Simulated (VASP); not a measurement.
# HgTe in VASP: single point with PBEsol

Aim: the single point of HgTe with PBEsol.

Program: VASP 6.6.1. These are calculated values, not measurements. Logs are shortened: lines on timing, memory, paths and dates and some standing lists are left out, and cuts for length are marked.

## (1) The cell of the first run

The typed cell holds 4 atoms: a = 4.606 Å, b = 4.605 Å, c = 6.501 Å, α = 90.00°, β = 90.00°, γ = 89.98°.

## (2) Single point, PBEsol

INCAR

```
SYSTEM = HgTe
PREC = Accurate
ENCUT = 520
EDIFF = 1E-7
ISMEAR = 0
SIGMA = 0.15
LREAL = .FALSE.
LASPH = .TRUE.
NELM = 60
ALGO = Normal
ISIF = 2
LWAVE = .FALSE.
LCHARG = .TRUE.
GGA = PS
LELF = .TRUE.
LVHAR = .TRUE.
NBANDS = 26
```

KPOINTS

```
Automatic mesh
0
G
  8 8 6
  0 0 0
```

POSCAR

```
HgTe
1.0
    0.0001864694     -3.2565074851     -3.2574849999
    0.0001066279      3.2556779263     -3.2566554411
    6.5010445294     -0.0000798416     -0.0002930973
Hg Te
2 2
Direct
    0.4996407185      0.5005212677      0.4999755424
    0.0003396127     -0.0005084071     -0.0000323964
   -0.0002241493      0.4996509327      0.2500273966
    0.5002438181      0.0003362065      0.7500294574
```

Potentials or basis: VASP PAW PBE potentials, release 64 (Hg, Te).

The run is started by

```sh
cat potpaw_PBE.64/Hg/POTCAR potpaw_PBE.64/Te/POTCAR > POTCAR
mpirun -np 1 vasp_std > vasp.out
```

OUTCAR:

```text
SYSTEM = HgTe
   PREC = Accurate
   ENCUT = 520
   EDIFF = 1E-7
   ISMEAR = 0
   LREAL = .FALSE.
   LASPH = .TRUE.
   NELM = 60
   ISIF = 2
   GGA = PS

 ion  position               nearest neighbor table
   1  0.500  0.501  0.500-   4 2.82   3 2.82   3 2.82   4 2.82
   2  0.000  0.999  1.000-   3 2.82   4 2.82   4 2.82   3 2.82
   3  1.000  0.500  0.250-   2 2.82   1 2.82   1 2.82   2 2.82
   4  0.500  0.000  0.750-   1 2.82   2 2.82   2 2.82   1 2.82

  Warning from LATTYP: Got some problem with cell dimensions!
  Tried to take original basis but could not verify dimensions!
  LATTYP: Found a triclinic cell.
 ALAT       =    12.1797374801
 B/A-ratio  =     0.3781763213
 C/A-ratio  =     1.1324759423
 COS(alpha) =     0.0000238099
 COS(beta)  =     0.6293592082
 COS(gamma) =     0.7564228682

  Lattice vectors:

 A1 = (  -6.5005649627,  -3.2572572023,  -9.7713323436)
 A2 = (   0.0001864694,  -3.2565074851,  -3.2574849999)
 A3 = ( -13.0019824309,   3.2558376095,  -3.2560692465)

Analysis of symmetry for initial positions (statically):
=====================================================================
 Subroutine PRICEL returns:
 Original cell was already a primitive cell.

 Routine SETGRP: Setting up the symmetry group for a
 triclinic supercell.

 Subroutine GETGRP returns: Found  1 space group operations
 (whereof  1 operations were pure point group operations)
 out of a pool of  2 trial point group operations.

The static configuration has the point symmetry C_1 .

Analysis of symmetry for dynamics (positions and initial velocities):
=====================================================================
 Subroutine PRICEL returns:
 Original cell was already a primitive cell.

 Routine SETGRP: Setting up the symmetry group for a
 triclinic supercell.

 Subroutine GETGRP returns: Found  1 space group operations
 (whereof  1 operations were pure point group operations)
 out of a pool of  2 trial point group operations.

The dynamic configuration has the point symmetry C_1 .

 Subroutine INISYM returns: Found  1 space group operations
 (whereof  1 operations are pure point group operations),
 and found     1 'primitive' translations

----------------------------------------------------------------------------------------

                                     Primitive cell

  volume of cell :     137.8913

  direct lattice vectors                    reciprocal lattice vectors
     0.000186469 -3.256507485 -3.257485000    -0.000008806 -0.153538729 -0.153492643
     0.000106628  3.255677926 -3.256655441    -0.000005036  0.153577839 -0.153531753
     6.501044529 -0.000079842 -0.000293097     0.153821436  0.000001885  0.000006921

  length of vectors
     4.606088314  4.604915139  6.501044536     0.217103968  0.217159278  0.153821436

  position of ions in fractional coordinates (direct lattice)
     0.499640718  0.500521268  0.499975542
     0.000339613  0.999491593  0.999967604
     0.999775851  0.499650933  0.250027397
     0.500243818  0.000336207  0.750029457

  ion indices of the primitive-cell ions
   primitive index   ion index
                 1           1
                 2           2
                 3           3
                 4           4

----------------------------------------------------------------------------------------

 KPOINTS: Automatic mesh

Automatic generation of k-mesh.
 Grid dimensions read from file:
 generate k-points for:    8    8    6

 Generating k-lattice:

  Cartesian coordinates                     Fractional coordinates (reciprocal lattice)
    -0.000001101 -0.019192341 -0.019186580     0.125000000  0.000000000  0.000000000
    -0.000000629  0.019197230 -0.019191469     0.000000000  0.125000000 -0.000000000
     0.025636906  0.000000314  0.000001153     0.000000000  0.000000000  0.166666667

  Length of vectors
     0.027137996  0.027144910  0.025636906

  Shift w.r.t. Gamma in fractional coordinates (k-lattice)
     0.000000000  0.000000000  0.000000000

 Subroutine IBZKPT returns following result:
 ===========================================

 Found    196 irreducible k-points:

 Following reciprocal coordinates:
            Coordinates               Weight
  0.000000  0.000000  0.000000      1.000000
  0.125000  0.000000  0.000000      2.000000
  0.250000  0.000000  0.000000      2.000000
  0.375000  0.000000  0.000000      2.000000
  0.500000  0.000000  0.000000      1.000000
  0.000000  0.125000  0.000000      2.000000
[... 16 lines left out ...]
  0.125000  0.375000  0.000000      2.000000
  0.250000  0.375000  0.000000      2.000000
 [... further k-points ...]
   k-points           NKPTS =    196   k-points in BZ     NKDIM =    196   number of bands    NBANDS=     26
   number of dos      NEDOS =    301   number of ions     NIONS =      4
   total plane-waves  NPLWV =  62208
   dimension x,y,z NGX =    36 NGY =   36 NGZ =   48
   dimension x,y,z NGXF=    72 NGYF=   72 NGZF=   96
   ions per type =               2   2
   NGX,Y,Z   is equivalent  to a cutoff of  12.99, 13.00, 12.27 a.u.
   NGXF,Y,Z  is equivalent  to a cutoff of  25.99, 25.99, 24.55 a.u.
 SYSTEM =  HgTe
   PREC   = accura    normal or accurate (medium, high low for compatibility)
   ISTART =      0    job   : 0-new  1-cont  2-samecut
   ICHARG =      2    charge: 1-file 2-atom 10-const
   ISPIN  =      1    spin polarized calculation?
   LNONCOLLINEAR =      F non collinear calculations
   LSORBIT =      F    spin-orbit coupling
   LASPH  =      T    aspherical Exc in radial PAW
   ENCUT  =  520.0 eV  38.22 Ry    6.18 a.u.   8.56  8.56 12.09*2*pi/ulx,y,z
   NELM   =     60;   NELMIN=  2; NELMDL= -5     # of ELM steps
   EDIFF  = 0.1E-06   stopping-criterion for ELM
   LREAL  =      F    real-space projection
   EDIFFG = 0.1E-05   stopping-criterion for IOM
   NSW    =      0    number of steps for IOM
   IBRION =     -1    ionic relax: 0-MD 1-quasi-New 2-CG
   NFREE  =      0    steps in history (QN), initial steepest desc. (CG)
   ISIF   =      2    stress and relaxation
   ISYM   =      2    0-nonsym 1-usesym 2-fastsym
   POTIM  = 0.5000    time-step for ionic-motion
   TEBEG  =    0.0;   TEEND  =   0.0 temperature during run
   PSTRESS=    0.0 pullay stress
   NELECT =      36.0000    total number of electrons
   NUPDOWN=      -1.0000    fix difference up-down
   EMIN   =  10.00;   EMAX   =-10.00  energy-range for DOS
   EFERMI =   0.00;   METHOD = LEGACY
   ISMEAR =     0;   SIGMA  =   0.15  broadening in eV -4-tet -1-fermi 0-gaus
   EFERMI_NEDOS =   21; number of points for ismear=-14 and -15
   IALGO  =     38    algorithm
   IMIX   =      4    mixing-type and parameters
     AMIX     =   0.40;   BMIX     =  1.00
     AMIX_MAG =   1.60;   BMIX_MAG =  1.00
  volume/ion in A,a.u.               =      34.47       232.63
  Fermi-wavevector in a.u.,A,eV,Ry     =   1.046317  1.977253 14.895379  1.094779
  Thomas-Fermi vector in A             =   2.181150
   LORBIT       =      0    0 simple, 1 ext, 2 COOP (PROOUT), +10 PAW based schemes
   GGA     = PS    functional components
   LHFCALC =     F    Hartree Fock is set to
   AEXX    =    0.0000 exact exchange contribution
   IVDW    =     0    specifies the selected vdW correction
   LEPSILON=     F    determine dielectric tensor
   LRPA    =     F    only Hartree local field effects (RPA)
 non-spin polarized calculation
 Gauss-broadening in eV      SIGMA  =   0.15
  energy-cutoff  :      520.00
  volume of cell :      137.89
 maximum number of plane-waves:      3746
 NGX is ok and might be reduce to    36
   NGX = 17   NGY = 17   NGZ = 25

 number of electron      36.0000004 magnetization

 Free energy of the ion-electron system (eV)
  ---------------------------------------------------
  ext. energy  EPLUGINS =         0.00000000
  ---------------------------------------------------
  free energy    TOTEN  =        -8.75375596 eV

  energy without entropy =       -8.75284798  energy(sigma->0) =       -8.75330197

 E-fermi :   2.8215     XC(G=0):  -8.8422

 val. band max:        2.7376122025   @ k =   0.0000   0.0000   0.0000
 cond. band min:       3.2949608889   @ k =   0.0000   0.1250   0.0000
 fundamental gap:      0.5573486864
 Fermi energy:         2.8215144253

 k-point     1 :       0.0000    0.0000    0.0000
  band No.  band energies     occupation
      1      -9.1414      2.00000
      2      -8.3952      2.00000
      3      -4.4915      2.00000
      4      -4.4913      2.00000
      5      -4.4911      2.00000
      6      -4.3179      2.00000
[... 18 lines left out ...]
     25       9.0505      0.00000
     26      10.7657      0.00000

 k-point     2 :       0.1250    0.0000    0.0000
  band No.  band energies     occupation
      1      -9.0910      2.00000
      2      -8.3967      2.00000
      3      -4.4798      2.00000
      4      -4.4773      2.00000
      5      -4.4710      2.00000
      6      -4.3066      2.00000
[... 18 lines left out ...]
     25       9.7535      0.00000
     26      10.1855      0.00000

 k-point     3 :       0.2500    0.0000    0.0000
  band No.  band energies     occupation
      1      -8.9541      2.00000
      2      -8.4134      2.00000
      3      -4.4473      2.00000
      4      -4.4310      2.00000
      5      -4.4089      2.00000
      6      -4.3075      2.00000
[... 18 lines left out ...]
     25       9.6490      0.00000
     26       9.8547      0.00000

 k-point     4 :       0.3750    0.0000    0.0000
  band No.  band energies     occupation
      1      -8.7705      2.00000
      2      -8.4726      2.00000
      3      -4.3987      2.00000
      4      -4.3784      2.00000
      5      -4.3227      2.00000
      6      -4.2770      2.00000
[... 18 lines left out ...]
     25       8.9818      0.00000
     26       9.1190      0.00000
[... 496 lines left out ...]
      1      -8.7704      2.00000
      2      -8.4725      2.00000
      3      -4.3988      2.00000
      4      -4.3786      2.00000
      5      -4.3229      2.00000
      6      -4.2770      2.00000
[... 18 lines left out ...]
     25       8.9812      0.00000
     26       9.1174      0.00000

 k-point    23 :       0.1250    0.3750    0.0000
  band No.  band energies     occupation
      1      -8.7326      2.00000
      2      -8.4553      2.00000
      3      -4.3945      2.00000
      4      -4.3495      2.00000
      5      -4.3023      2.00000
      6      -4.2750      2.00000
[... 18 lines left out ...]
     25       8.7008      0.00000
     26       9.9463      0.00000

 k-point    24 :       0.2500    0.3750    0.0000
  band No.  band energies     occupation
      1      -8.6341      2.00000
      2      -8.4181      2.00000
      3      -4.3676      2.00000
      4      -4.2868      2.00000
      5      -4.2838      2.00000
      6      -4.2590      2.00000
[... 18 lines left out ...]
     25       9.6295      0.00000
     26       9.6876      0.00000

 [... further k-points ...]
[... 5 lines left out ...]
  --------------------------------------------------------------------------------------
  -------------------------------------------------------------------------------------
  Total        0.1074378      0.0986917      0.0945972      0.0005716     -0.0045316      0.0018268
  in kB        1.2483341      1.1467112      1.0991372      0.0066416     -0.0526530      0.0212253
  external PRESSURE =       1.1647275 kB  Pullay stress =       0.0000000 kB

 VOLUME and BASIS-vectors are now :
 -----------------------------------------------------------------------------
  energy-cutoff  :      520.00
  volume of cell :      137.89
      direct lattice vectors                 reciprocal lattice vectors
     0.000186469 -3.256507485 -3.257485000    -0.000008806 -0.153538729 -0.153492643
     0.000106628  3.255677926 -3.256655441    -0.000005036  0.153577839 -0.153531753
     6.501044529 -0.000079842 -0.000293097     0.153821436  0.000001885  0.000006921

 POSITION                                       TOTAL-FORCE (eV/Angst)
 -----------------------------------------------------------------------------------
      3.25051      0.00241     -3.25774        -0.000141     -0.000713      0.000222
      6.50094      3.25284     -3.25640         0.000172      0.000866     -0.000134
      1.62568     -1.62909     -4.88402         0.000038     -0.000076     -0.000252
      4.87607     -1.62801     -1.63085        -0.000070     -0.000076      0.000165
 -----------------------------------------------------------------------------------
    total drift:                                0.000008     -0.000007      0.000002

  FREE ENERGIE OF THE ION-ELECTRON SYSTEM (eV)
  ---------------------------------------------------
  free  energy   TOTEN  =        -8.7537559639 eV

  energy  without entropy=       -8.7528479819  energy(sigma->0) =       -8.75330197
```

It took 4.7 min on 1 thread of Intel Xeon Platinum 8488C (Sapphire Rapids), shared host; peak memory 0.69 GiB.

Results:

```yaml
Free_energy: -8.7538 eV
Pressure: 0.1 GPa
Band_gap_on_the_k_mesh: 0.01 eV
```

Caveat: the smearing spreads over this small gap; the PAW data sets were made with another functional, which shifts forces and pressure a little; spin-orbit coupling is left out, which moves the levels of the heavy elements.

The gap in the log of VASP goes by the Fermi energy; the results here count the filled bands.